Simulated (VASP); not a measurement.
A run of VASP 6.6.1:

Contents of INCAR:

```
  PREC = Accurate
  ENCUT = 500
  EDIFF = 1E-6
  ISMEAR = 0
  SIGMA = 0.05
  LREAL = F
  LASPH = T
  NELM = 120
  ALGO = Normal
  ISIF = 2
  LWAVE = F
  LCHARG = F
  GGA = PE
  NBANDS = 50
  GGA_COMPAT = F
```

KPOINTS

```
Automatic mesh
0
Gamma
  4 8 6
```

The input POSCAR:

```
GeS
1.0
   11.8585626875      0.0000000000      0.0000000000
    0.0000000000      3.6678294942      0.0000000000
    0.0000000000      0.0000000000      4.4504162674
Ge S
4 4
Direct
    0.1259048197      0.2500000000      0.1349203576
    0.8740951803      0.7500000000      0.8650796424
    0.3740951803      0.7500000000      0.6349203576
    0.6259048197      0.2500000000      0.3650796424
    0.8471176922      0.2500000000      0.5025596800
    0.1528823078      0.7500000000      0.4974403200
    0.6528823078      0.7500000000      0.0025596800
    0.3471176922      0.2500000000      0.9974403200
```

Potentials or basis: VASP PAW PBE potentials, release 64 (Ge_d, S).

The run is started by

```bash
$ cat potpaw_PBE.64/Ge_d/POTCAR potpaw_PBE.64/S/POTCAR > POTCAR
$ mpirun -np 1 vasp_std > vasp.out
```

Hardware: 1 thread of Intel Xeon 8259CL, on a shared host.

Q: Estimate the wall time of this run.

A: Wall time 13 min on 1 thread of Intel Xeon 8259CL, with other jobs on the host, peak memory 0.54 GiB. Counts: scf iterations 14, k points 60.
